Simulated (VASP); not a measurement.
# PtS2 (P-3m1) in VASP: a series of runs

PtS2 is run at these levels: PBEsol; tasks: single point.

Everything below comes from runs of VASP 6.6.1. Logs are shortened: lines on timing, memory, paths and dates and some standing lists are left out, and cuts for length are marked.

**1. The cell of the first run**

It takes space group P-3m1 (No. 164, trigonal). The conventional cell has a = 3.817 Å, b = 3.817 Å, c = 4.342 Å, α = 90.00°, β = 90.00°, γ = 120.00°. Pt (site symmetry -3m) has 6 S at 2.46 Å within 3.2 Å. S (site symmetry 3m) has 3 Pt at 2.46 Å and 6 S at 3.09 Å within 3.2 Å.

**2. Single point, PBEsol**

INCAR

```
SYSTEM = PtS2
PREC = Accurate ; ENCUT = 520
EDIFF = 1E-6 ; ISMEAR = 0
SIGMA = 0.05 ; LREAL = .FALSE.
LASPH = .TRUE. ; NELM = 100
ALGO = Normal ; ISIF = 2
LWAVE = .FALSE. ; LCHARG = .FALSE.
GGA = PS ; NBANDS = 18
```

KPOINTS

```
regular mesh
0
G
  12 12 8
  0 0 0
```

POSCAR

```
PtS2
1.0
    3.8167959322      0.0000000000      0.0000000000
   -1.9083979661      3.3054422383      0.0000000000
    0.0000000000      0.0000000000      4.3423062065
Pt S
1 2
Direct
    0.0000000000      0.0000000000      0.0000000000
    0.3333333333      0.6666666667      0.2500000000
    0.6666666667      0.3333333333      0.7500000000
```

Potentials or basis: VASP PAW PBE potentials, release 64 (Pt, S).

The run is started by

```sh
> cat potpaw_PBE.64/Pt/POTCAR potpaw_PBE.64/S/POTCAR > POTCAR
> mpirun -np 1 vasp_std > vasp.out
```

OUTCAR:

```text
SYSTEM = PtS2
   PREC = Accurate
   ENCUT = 520
   EDIFF = 1E-6
   ISMEAR = 0
   LREAL = .FALSE.
   LASPH = .TRUE.
   NELM = 100
   ISIF = 2
   GGA = PS

 ion  position               nearest neighbor table
   1  0.000  0.000  0.000-   2 2.46   3 2.46   2 2.46   3 2.46   3 2.46   2 2.46
   2  0.333  0.667  0.250-   1 2.46   1 2.46   1 2.46
   3  0.667  0.333  0.750-   1 2.46   1 2.46   1 2.46

  LATTYP: Found a hexagonal cell.
 ALAT       =     3.8167959322
 C/A-ratio  =     1.1376836183

  Lattice vectors:

 A1 = (   3.8167959322,   0.0000000000,   0.0000000000)
 A2 = (  -1.9083979661,   3.3054422383,   0.0000000000)
 A3 = (   0.0000000000,   0.0000000000,   4.3423062065)

Analysis of symmetry for initial positions (statically):
=====================================================================
 Subroutine PRICEL returns:
 Original cell was already a primitive cell.

 Routine SETGRP: Setting up the symmetry group for a
 hexagonal supercell.

 Subroutine GETGRP returns: Found 12 space group operations
 (whereof 12 operations were pure point group operations)
 out of a pool of 24 trial point group operations.

The static configuration has the point symmetry D_3d.

Analysis of symmetry for dynamics (positions and initial velocities):
=====================================================================
 Subroutine PRICEL returns:
 Original cell was already a primitive cell.

 Routine SETGRP: Setting up the symmetry group for a
 hexagonal supercell.

 Subroutine GETGRP returns: Found 12 space group operations
 (whereof 12 operations were pure point group operations)
 out of a pool of 24 trial point group operations.

The dynamic configuration has the point symmetry D_3d.

 Subroutine INISYM returns: Found 12 space group operations
 (whereof 12 operations are pure point group operations),
 and found     1 'primitive' translations

----------------------------------------------------------------------------------------

                                     Primitive cell

  volume of cell :      54.7834

  direct lattice vectors                    reciprocal lattice vectors
     3.816795932  0.000000000  0.000000000     0.261999860  0.151265690  0.000000000
    -1.908397966  3.305442238  0.000000000     0.000000000  0.302531379  0.000000000
     0.000000000  0.000000000  4.342306206     0.000000000  0.000000000  0.230292373

  length of vectors
     3.816795932  3.816795932  4.342306206     0.302531379  0.302531379  0.230292373

[... 76 lines left out ...]
   ISPIN  =      1    spin polarized calculation?
   LNONCOLLINEAR =      F non collinear calculations
   LSORBIT =      F    spin-orbit coupling
   LASPH  =      T    aspherical Exc in radial PAW
   ENCUT  =  520.0 eV  38.22 Ry    6.18 a.u.   7.10  7.10  8.07*2*pi/ulx,y,z
   NELM   =    100;   NELMIN=  2; NELMDL= -5     # of ELM steps
   EDIFF  = 0.1E-05   stopping-criterion for ELM
   LREAL  =      F    real-space projection
[... 7 lines left out ...]
   TEBEG  =    0.0;   TEEND  =   0.0 temperature during run
   PSTRESS=    0.0 pullay stress
   NELECT =      22.0000    total number of electrons
   NUPDOWN=      -1.0000    fix difference up-down
   EMIN   =  10.00;   EMAX   =-10.00  energy-range for DOS
   EFERMI =   0.00;   METHOD = LEGACY
   ISMEAR =     0;   SIGMA  =   0.05  broadening in eV -4-tet -1-fermi 0-gaus
   EFERMI_NEDOS =   21; number of points for ismear=-14 and -15
   IALGO  =     38    algorithm
   IMIX   =      4    mixing-type and parameters
     AMIX     =   0.40;   BMIX     =  1.00
     AMIX_MAG =   1.60;   BMIX_MAG =  1.00
  volume/ion in A,a.u.               =      18.26       123.23
  Fermi-wavevector in a.u.,A,eV,Ry     =   1.207812  2.282434 19.848319  1.458810
  Thomas-Fermi vector in A             =   2.343439
   LORBIT       =      0    0 simple, 1 ext, 2 COOP (PROOUT), +10 PAW based schemes
   GGA     = PS    functional components
   LHFCALC =     F    Hartree Fock is set to
   AEXX    =    0.0000 exact exchange contribution
   IVDW    =     0    specifies the selected vdW correction
   LEPSILON=     F    determine dielectric tensor
   LRPA    =     F    only Hartree local field effects (RPA)
 non-spin polarized calculation
 Gauss-broadening in eV      SIGMA  =   0.05
  energy-cutoff  :      520.00
  volume of cell :       54.78
 maximum number of plane-waves:      1492
   NGX = 15   NGY = 15   NGZ = 17

 number of electron      21.9999997 magnetization

 Free energy of the ion-electron system (eV)
  ---------------------------------------------------
  ext. energy  EPLUGINS =         0.00000000
  ---------------------------------------------------
  free energy    TOTEN  =       -16.64612472 eV

  energy without entropy =      -16.64557279  energy(sigma->0) =      -16.64584876

 E-fermi :   6.8594     XC(G=0): -10.9887

 val. band max:        6.8560805328   @ k =   0.0000   0.1667   0.1250
 cond. band min:       6.8816848730   @ k =  -0.0833   0.3333   0.3750
 fundamental gap:      0.0256043402
 Fermi energy:         6.8594282517

 k-point     1 :       0.0000    0.0000    0.0000
  band No.  band energies     occupation
      1      -8.5008      2.00000
      2      -4.8687      2.00000
      3       0.1557      2.00000
      4       0.1557      2.00000
      5       0.3401      2.00000
      6       3.2369      2.00000
[... 481 lines left out ...]
      5       1.2161      2.00000
      6       2.4982      2.00000
[... 10 lines left out ...]
     17      15.2442      0.00000
     18      16.1743      0.00000

 [... further k-points ...]

------------------------ aborting loop because EDIFF is reached ----------------------------------------

  FORCE on cell =-STRESS in cart. coord.  units (eV):
  Direction    XX          YY          ZZ          XY          YZ          ZX
  --------------------------------------------------------------------------------------
  -------------------------------------------------------------------------------------
  Total       -5.4468533     -5.4468533     -0.4651009     -0.0000000     -0.0000000     -0.0000000
  in kB     -159.2968929   -159.2968929    -13.6021875     -0.0000000     -0.0000000     -0.0000000
  external PRESSURE =    -110.7319911 kB  Pullay stress =       0.0000000 kB

 VOLUME and BASIS-vectors are now :
 -----------------------------------------------------------------------------
  energy-cutoff  :      520.00
  volume of cell :       54.78
      direct lattice vectors                 reciprocal lattice vectors
     3.816795932  0.000000000  0.000000000     0.261999860  0.151265690  0.000000000
    -1.908397966  3.305442238  0.000000000     0.000000000  0.302531379  0.000000000
     0.000000000  0.000000000  4.342306206     0.000000000  0.000000000  0.230292373

 POSITION                                       TOTAL-FORCE (eV/Angst)
 -----------------------------------------------------------------------------------
      0.00000      0.00000      0.00000         0.000000      0.000000      0.000000
     -0.00000      2.20363      1.08558         0.000000      0.000000     -0.165302
      1.90840      1.10181      3.25673        -0.000000     -0.000000      0.165302
 -----------------------------------------------------------------------------------
    total drift:                               -0.000000     -0.000000     -0.000000

  FREE ENERGIE OF THE ION-ELECTRON SYSTEM (eV)
  ---------------------------------------------------
  free  energy   TOTEN  =       -16.6461247187 eV

  energy  without entropy=      -16.6455727933  energy(sigma->0) =      -16.64584876
```

OSZICAR:

```text
N       E                     dE             d eps       ncg     rms          rms(c)
DAV:   1     0.106956533750E+03    0.10696E+03   -0.10456E+04  4796   0.109E+03
DAV:   2    -0.126409559681E+02   -0.11960E+03   -0.11545E+03  5780   0.217E+02
DAV:   3    -0.178964623751E+02   -0.52555E+01   -0.52123E+01  5786   0.459E+01
DAV:   4    -0.179501702005E+02   -0.53708E-01   -0.53679E-01  6268   0.522E+00
DAV:   5    -0.179509033500E+02   -0.73315E-03   -0.73308E-03  6000   0.588E-01    0.154E+01
DAV:   6    -0.170972348212E+02    0.85367E+00   -0.78502E+00  4894   0.246E+01    0.118E+01
DAV:   7    -0.166696500565E+02    0.42758E+00   -0.15552E+00  4890   0.118E+01    0.516E+00
DAV:   8    -0.166509544886E+02    0.18696E-01   -0.11497E-01  5226   0.200E+00    0.135E+00
DAV:   9    -0.166462402673E+02    0.47142E-02   -0.10775E-02  5544   0.963E-01    0.361E-01
DAV:  10    -0.166461279757E+02    0.11229E-03   -0.16946E-03  5358   0.243E-01    0.910E-02
DAV:  11    -0.166461245964E+02    0.33793E-05   -0.11676E-04  6274   0.919E-02    0.201E-02
DAV:  12    -0.166461252004E+02   -0.60402E-06   -0.19664E-05  5482   0.368E-02    0.916E-03
DAV:  13    -0.166461247187E+02    0.48178E-06   -0.11522E-06  3546   0.904E-03
   1 F= -.16646125E+02 E0= -.16645849E+02  d E =-.551925E-03
```

It took 34 s on 1 thread of Intel Xeon 6975P-C (Granite Rapids), shared host; peak memory 0.25 GiB.

What came out:

* Free energy: -16.6461 eV
* Pressure: -11.1 GPa
* Largest force: 0.165 eV/Å
* Band gap on the k mesh: zero (band 11 reaches 7.17 eV, above the bottom of band 12 at 6.73 eV)

Forces in eV/Å, atoms in the order of the input:
```
Pt   0.000  0.000  0.000
S    0.000  0.000 -0.165
S    0.000  0.000  0.165
```

Levels at points of the mesh, in eV from the Fermi level:
| k point | band 8 | band 9 | band 10 | band 11 | band 12 | band 13 | band 14 | band 15 |
| --- | --- | --- | --- | --- | --- | --- | --- | --- |
| (0.00, 0.00, 0.00) | -1.78 | -1.55 | -1.55 | 0.31 | 1.10 | 1.10 | 3.47 | 4.15 |
| (0.50, 0.00, 0.00) | -3.37 | -3.31 | -3.06 | -2.55 | 0.61 | 2.37 | 4.85 | 6.91 |
| (0.00, 0.00, 0.50) | -2.78 | -2.12 | -2.12 | -1.39 | 2.21 | 2.21 | 5.60 | 6.07 |
| (0.50, 0.00, 0.50) | -3.27 | -3.10 | -2.60 | -0.98 | 0.85 | 1.07 | 5.22 | 5.34 |

Caveat: the PAW data sets were made with another functional, which shifts forces and pressure a little; spin-orbit coupling is left out, which moves the levels of the heavy elements.

**3. Single point, PBEsol**

This run uses another cell than the first one, of the same volume but with other edges.

INCAR

```
SYSTEM = PtS2
ALGO = Normal
EDIFF = 1E-7
ENCUT = 520
GGA = PS
ISIF = 2
ISMEAR = 0
LASPH = .True.
LCHARG = .False.
LREAL = .False.
LWAVE = .False.
NBANDS = 18
NELM = 100
PREC = Accurate
SIGMA = 0.05
```

KPOINTS

```
k-points
0
Gamma
  12 12 8
  0 0 0
```

POSCAR

```
PtS2
1.0
    3.2464931106      0.0000000000      0.0000000000
   -1.6232465553      2.8115455070      0.0000000000
    0.0000000000      0.0000000000      6.0019082969
Pt S
1 2
Direct
    0.0000000000      0.0000000000      0.0000000000
    0.3333333333      0.6666666667      0.2500000000
    0.6666666667      0.3333333333      0.7500000000
```

Potentials or basis: VASP PAW PBE potentials, release 64 (Pt, S).

The run is started by

```sh
> cat potpaw_PBE.64/Pt/POTCAR potpaw_PBE.64/S/POTCAR > POTCAR
> mpirun -np 1 vasp_std > vasp.out
```

Wall time 37 s (1 thread of Intel Xeon 6975P-C (Granite Rapids), shared host); peak memory 0.26 GiB.

It converged, with:

- Free energy: -16.2707 eV
- Pressure: 3.0 GPa
- Largest force: 1.337 eV/Å
- Band gap on the k mesh: 0.43 eV, indirect (least direct gap 0.82 eV)

Forces in eV/Å, atoms in the order of the input:
```
Pt   0.000  0.000  0.000
S    0.000  0.000 -1.337
S    0.000  0.000  1.337
```

Stress tensor (GPa, compression positive):
```
  9.75   0.00   0.00
  0.00   9.75   0.00
  0.00   0.00 -10.60
```

Levels at points of the mesh, in eV from the valence-band top:
```
           k point  band 9  band 10  band 11  band 12  band 13  band 14
(0.00, 0.00, 0.00)   -1.13    -0.06    -0.06     2.35     2.35     5.35
(0.50, 0.00, 0.00)   -2.12    -1.82    -1.35     1.63     2.35     5.19
(0.00, 0.00, 0.50)   -1.89    -0.17    -0.17     2.57     2.57     6.36
(0.50, 0.00, 0.50)   -2.12    -1.59    -1.40     1.89     2.75     4.05
```

Caveat: the PAW data sets were made with another functional, which shifts forces and pressure a little; spin-orbit coupling is left out, which moves the levels of the heavy elements; this functional lacks dispersion, which binds the layers, so the pressure and a relaxed spacing across them are unreliable. A k mesh can miss the band edges.
